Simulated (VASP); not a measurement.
A run of VASP 6.6.1 is set up as follows.

Contents of INCAR:

```
SYSTEM = Al2Cu
PREC = Accurate
ENCUT = 600
EDIFF = 1E-6
ISMEAR = 0
SIGMA = 0.1
LREAL = .False.
LASPH = .True.
NELM = 200
ALGO = Normal
ISIF = 2
LWAVE = .False.
LCHARG = .False.
ISPIN = 2
MAGMOM = 0 0 -4
LORBIT = 11
LMAXMIX = 4
GGA = PE
ISYM = 0
NBANDS = 20
GGA_COMPAT = .False.
```

Contents of KPOINTS:

```
regular mesh
0
Gamma
  1 1 1
  0 0 0
```

Contents of POSCAR:

```
Al2Cu
1.0
    4.1988175961      0.0000000000      0.0000000000
    0.0000000000      4.1988175961      0.0000000000
    0.0000000000      0.0000000000      2.9572613103
Al Cu
2 1
Direct
    0.5000000000      0.0000000000      0.5000000000
    0.0000000000      0.5000000000      0.5000000000
    0.0000000000      0.0000000000      0.0000000000
```

Potentials or basis: VASP PAW PBE potentials, release 64 (Al, Cu).

The run is started by

```bash
$ cat potpaw_PBE.64/Al/POTCAR potpaw_PBE.64/Cu/POTCAR > POTCAR
$ mpirun -np 1 vasp_gam > vasp.out
```

Problem. Predict the band gap on the k mesh.

Solution. 1.06 eV.

Problem. What does it give for the net moment?

Solution. -1.00 μB per cell.

Problem. Estimate the site moments.

Solution. Al -0.15; Cu -0.31 μB.

Stress tensor (GPa, compression positive):
```
 36.51   0.00   0.00
  0.00  36.51   0.00
  0.00   0.00 -89.34
```

Caveat: the k points lie up to 2.12 Å⁻¹ apart; the moment fell far below its start of 4 μB, so a state of higher moment may lie lower in energy. A k mesh can miss the band edges.
